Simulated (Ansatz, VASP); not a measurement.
# Co in VASP and in Ansatz

The input INCAR:

```
SYSTEM = Co
ALGO = Normal
EDIFF = 1E-6
ENCUT = 520
GGA = PS
ISIF = 2
ISMEAR = 0
ISPIN = 2
LASPH = .True.
LCHARG = .False.
LMAXMIX = 4
LORBIT = 11
LREAL = .False.
LWAVE = .False.
MAGMOM = 2.05
NBANDS = 14
NELM = 150
PREC = Accurate
SIGMA = 0.15
```

Contents of KPOINTS:

```
k-points
0
Gamma
  24 24 24
  0 0 0
```

Contents of POSCAR:

```
Co
1.0
   -1.4023200000      1.4023200000      1.4724360000
    1.4023200000     -1.4023200000      1.4724360000
    1.4023200000      1.4023200000     -1.4724360000
Co
1
Direct
    0.0000000000      0.0000000000      0.0000000000
```

Input for Ansatz:

```yaml
crystal:
  lattice:
    - [-1.40232, 1.40232, 1.472436]
    - [1.40232, -1.40232, 1.472436]
    - [1.40232, 1.40232, -1.472436]
  atoms:
    - { symbol: Co, position: [0.0, 0.0, 0.0], spin: 2.05 }
basis:
  ecutwfc: 420
kpoints:
  mp_grid: { grid: [24, 24, 24] }
hamiltonian:
  xc: pbesol
scf:
  occupations: { method: gaussian, width: 0.15 }
output:
  forces: true
  stress: true
  eigenvalues: true
  populations: true
magnetization:
  spin_polarized: true
```

Change from the starting cell: strain +0.000 along x and y, +0.050 along z, atoms carried along.

Alike in both runs: task single point; functional PBEsol; k mesh 24 × 24 × 24; occupations gaussian, width 0.15 eV; collinear spin.

```csv
,VASP,Ansatz
version,VASP 6.6.1,Ansatz 0.2.0
potentials or method,"VASP PAW PBE potentials, release 64 (Co), cutoff 520 eV","scalar-relativistic, plane waves, PAW"
valence electrons in the cell,9,17
```

VASP gave:

- gap on the k mesh at the Fermi level (eV): none
- pressure (GPa): -17.6
- traceless stress, the component that is largest in VASP (GPa): 0.98
- net moment per atom (μB): 1.75
- size of the moment on the site where the two differ most (μB): 1.77

Problem. Which values does Ansatz return?

Solution. gap on the k mesh at the Fermi level (eV): none; pressure (GPa): -17.2; traceless stress, the component that is largest in VASP (GPa): 0.90; net moment per atom (μB): 1.77; size of the moment on the site where the two differ most (μB): 1.83.

VASP's potentials were made for PBE, not for PBEsol. Site moments also hang on the region over which each program counts them. A gap of «none» marks a metal or a gap that the smearing closes. VASP's potentials hold 9 valence electrons a cell and Ansatz's 17, so a difference there can come from the potentials and not from the codes.
